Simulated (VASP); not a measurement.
Input of a VASP 6.6.1 run:

File POSCAR:

```
MoSe
1.0
    0.0000000000      2.8392909707      2.8392909707
    2.8392909707      0.0000000000      2.8392909707
    2.8392909707      2.8392909707      0.0000000000
Mo Se
1 1
Direct
    0.0000000000      0.0000000000      0.0000000000
    0.2500000000      0.2500000000      0.2500000000
```

INCAR.step1

```
SYSTEM = MoSe
  PREC = Accurate
  ENCUT = 520
  ISMEAR = 0
  SIGMA = 0.1
  LREAL = .False.
  LASPH = .True.
  NELM = 60
  NBANDS = 17
  GGA = PE
  ALGO = Normal
  EDIFF = 1E-4
  LWAVE = .True.
  LCHARG = .False.
```

Contents of INCAR.step2:

```
SYSTEM = MoSe
  PREC = Accurate
  ENCUT = 520
  EDIFF = 1E-7
  ISMEAR = 0
  SIGMA = 0.1
  LREAL = .False.
  LASPH = .True.
  NELM = 60
  ALGO = Normal
  ISIF = 2
  LWAVE = .False.
  LCHARG = .False.
  METAGGA = R2SCAN
  LMIXTAU = .True.
  NBANDS = 17
  ISTART = 1
```

File KPOINTS:

```
regular mesh
0
Gamma
  12 12 12
  0 0 0
```

Potentials or basis: VASP PAW PBE potentials, release 64 (Mo_sv, Se).

Run with:

```bash
$ cat potpaw_PBE.64/Mo_sv/POTCAR potpaw_PBE.64/Se/POTCAR > POTCAR
$ cp INCAR.step1 INCAR
$ mpirun -np 1 vasp_std > vasp.out
$ cp INCAR.step2 INCAR
$ mpirun -np 1 vasp_std > vasp.out
```

Q: Estimate the band gap on the k mesh.

A: Zero (bands 10 and 11 overlap by 0.22 eV).

Q: Predict the pressure.

A: -3.2 GPa.

Caveat: the cell stands under tension; the PAW data sets were made with another functional, which shifts forces and pressure a little.
